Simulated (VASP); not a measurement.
# Si8Ge13 in VASP: a series of runs, part 2 of 2

VASP 6.6.1.

## 4. Single point, PBE

File INCAR:

```
PREC     = Accurate       # precision mode
ENCUT    = 520            # plane-wave cutoff, eV
EDIFF    = 1E-6           # SCF threshold, eV
ISMEAR   = -1             # smearing method
SIGMA    = 0.05           # smearing width, eV
LREAL    = Auto         
LASPH    = T              # aspherical terms in the spheres
NELM     = 100            # most SCF steps
ALGO     = Normal         # electronic algorithm
ISIF     = 2              # what is computed and relaxed
LWAVE    = F              # write WAVECAR
LCHARG   = F              # write CHGCAR
GGA      = PE             # functional
ISYM     = 0            
NBANDS   = 123            # bands
```

File KPOINTS:

```
Automatic mesh
0
Gamma
  1 1 1
  0.25 0.25 0.25
```

File POSCAR:

```
Si8Ge13
1.0
    7.5601650000      0.1896520000     -0.0661850000
    0.1896520000      7.8161600000      0.1196190000
   -0.0661850000      0.1196190000      8.0627960000
Ge Si
13 8
Direct
    0.2813918631      0.6281811221      0.5687500369
    0.5621032169      0.7192436031      0.0226796760
    0.1713137194     -0.0100618594      0.5699438493
    0.1266199734      0.7426396355      0.8582002487
    0.3639052757      0.4368081579      0.1402050251
    0.2747902369      0.8704537762      0.2415627509
    0.0215428984      0.5471010908      0.1202792594
    0.7615879891      0.0510829325      0.0782479442
    0.7866963149      0.8614213145      0.8178019312
    0.1493477019      0.1618223404      0.0675863002
    0.6504707825      0.5673708947      0.6526322965
    0.4014973233      0.0139386865      0.8088616863
    0.5653176406      0.3188494318      0.8803969613
    0.9502785064      0.4894978184      0.5978022938
    0.9702590705      0.7946432446      0.3602076955
    0.5978336066      0.1091068335      0.6035512206
    0.9879609033      0.1211555868      0.3478861033
    0.6905058626      0.2621474745      0.3347593455
    0.9159977191      0.3732346152      0.8845144237
    0.5593909551      0.8545228712      0.4117230696
    0.7519190198      0.5822323981      0.2966290730
```

On the command line:

```
> cat potpaw_PBE.64/Ge_d/POTCAR potpaw_PBE.64/Si/POTCAR > POTCAR
> mpirun -np 1 vasp_std > vasp.out
```

Wall time 1.7 min (1 thread of Intel Xeon Platinum 8488C (Sapphire Rapids), shared host); peak memory 0.44 GiB.

The run converged. Its results:

```
Free energy            : -92.5001 eV
Pressure               : -4.2 GPa
Largest force          : 1.059 eV/Å
Band gap on the k mesh : 0.52 eV
```

Forces on the atoms (eV/Å):
```
Ge  -0.875  0.073  0.017
Ge  -0.294 -0.447  0.451
Ge   0.312 -0.048  0.254
Ge   0.391 -0.480 -0.452
Ge   0.188  0.105 -0.259
Ge  -0.076 -0.237 -0.175
Ge   0.413  0.027 -0.330
Ge  -0.206  0.246  0.273
Ge   0.041 -0.196 -0.555
Ge  -0.043  0.359  0.109
Ge  -0.574  0.657  0.486
Ge  -0.446 -0.300  0.912
Ge  -0.145  0.011 -0.068
Si   0.966 -0.070  0.044
Si   0.357  0.320  0.404
Si   0.380  0.358 -0.702
Si   0.094 -0.181 -0.259
Si  -0.331  0.061  0.162
Si   0.041 -0.135 -0.249
Si   0.144 -0.235 -0.140
Si  -0.338  0.112  0.078
```

Stress tensor (GPa, compression positive):
```
-1.71  1.71  1.07
 1.71 -7.20  1.74
 1.07  1.74 -3.65
```

Levels at points of the mesh, in eV from the valence-band top:
```
           k point  band 103  band 104  band 105  band 106  band 107  band 108  band 109  band 110  band 111  band 112
(0.25, 0.25, 0.25)     -0.84     -0.52     -0.35     -0.21      0.00      0.52      0.83      0.85      1.03      1.15
```

Caveat: the k points lie up to 0.83 Å⁻¹ apart.

## 5. Single point, PBE

File INCAR:

```
SYSTEM = Si8Ge13
ALGO     = Normal         ! electronic algorithm
EDIFF    = 1E-6           ! SCF threshold, eV
ENCUT    = 520            ! plane-wave cutoff, eV
GGA      = PE             ! functional
ISIF     = 2              ! what is computed and relaxed
ISMEAR   = -1             ! smearing method
ISYM     = 0            
LASPH    = .True.         ! aspherical terms in the spheres
LCHARG   = .False.        ! write CHGCAR
LREAL    = Auto         
LWAVE    = .False.        ! write WAVECAR
NBANDS   = 123            ! bands
NELM     = 100            ! most SCF steps
PREC     = Accurate       ! precision mode
SIGMA    = 0.05           ! smearing width, eV
```

KPOINTS is that of step 4.

File POSCAR:

```
Si8Ge13
1.0
    7.5601650000      0.1896520000     -0.0661850000
    0.1896520000      7.8161600000      0.1196190000
   -0.0661850000      0.1196190000      8.0627960000
Ge Si
13 8
Direct
    0.2505990300      0.6333521932      0.5666015785
    0.5527157013      0.7401941832      0.0144474945
    0.1846412309     -0.0120675992      0.5896279645
    0.1492210130      0.7285983144      0.8589349143
    0.3754355869      0.4187794149      0.1205157900
    0.2533644910      0.8697662889      0.2385778277
    0.0175849761      0.5411302913      0.1063044876
    0.7555880958      0.0644569946      0.0730237150
    0.7891440308      0.8592649572      0.8089506522
    0.1652696457      0.1652254881      0.0835103931
    0.6506317552      0.5940343354      0.6657886755
    0.4023749271      0.0151334832      0.8275279360
    0.5433294458      0.3093805860      0.8672645895
    0.9687535526      0.4970792010      0.6074150750
    0.9739060268      0.7803226525      0.3852989155
    0.5843600914      0.1040222464      0.5536864427
    0.9868887707      0.0951937435      0.3417938706
    0.6902719391      0.2802326462      0.3386029486
    0.9236192978      0.3567311458      0.8784477395
    0.5532784086      0.8483849464      0.3860687747
    0.7318205491      0.6002872807      0.3113664018
```

On the command line:

```
> cat potpaw_PBE.64/Ge_d/POTCAR potpaw_PBE.64/Si/POTCAR > POTCAR
> mpirun -np 1 vasp_std > vasp.out
```

It took 1.9 min on 1 thread of Intel Xeon Platinum 8488C (Sapphire Rapids), shared host; peak memory 0.43 GiB.

It converged, with:

| Property | Result |
| --- | --- |
| Free energy | -92.7214 eV |
| Pressure | -3.5 GPa |
| Largest force | 1.172 eV/Å |
| Band gap on the k mesh | 0.61 eV |

Forces in eV/Å, atoms in the order of the input:
```
Ge   0.431  0.140 -0.517
Ge  -0.216 -0.495  0.425
Ge  -0.146  0.499 -0.259
Ge  -0.299 -0.194  0.131
Ge   0.304  0.673  0.299
Ge   0.325 -0.423 -0.079
Ge   0.156 -0.164  0.076
Ge  -0.195  0.297 -0.075
Ge   0.377  0.462 -0.192
Ge  -0.467  0.161 -0.147
Ge   0.086 -0.242 -0.064
Ge   0.418 -0.042 -0.058
Ge   0.484  0.215 -0.459
Si  -0.952 -0.417  0.350
Si   0.180  0.077 -0.063
Si  -0.491 -0.420  0.978
Si  -0.217  0.123  0.435
Si   0.153  0.129 -0.485
Si  -0.076 -0.212 -0.071
Si  -0.422  0.103 -0.112
Si   0.567 -0.273 -0.113
```

Stress tensor (GPa, compression positive):
```
-2.57  2.21  1.13
 2.21 -5.51  2.68
 1.13  2.68 -2.55
```

Levels at points of the mesh, in eV from the valence-band top:
```csv
k point,band 104,band 105,band 106,band 107,band 108,band 109,band 110,band 111
"(0.25, 0.25, 0.25)",-0.46,-0.30,-0.14,0.00,0.61,0.74,0.96,1.16
```

Caveat: the k points lie up to 0.83 Å⁻¹ apart.
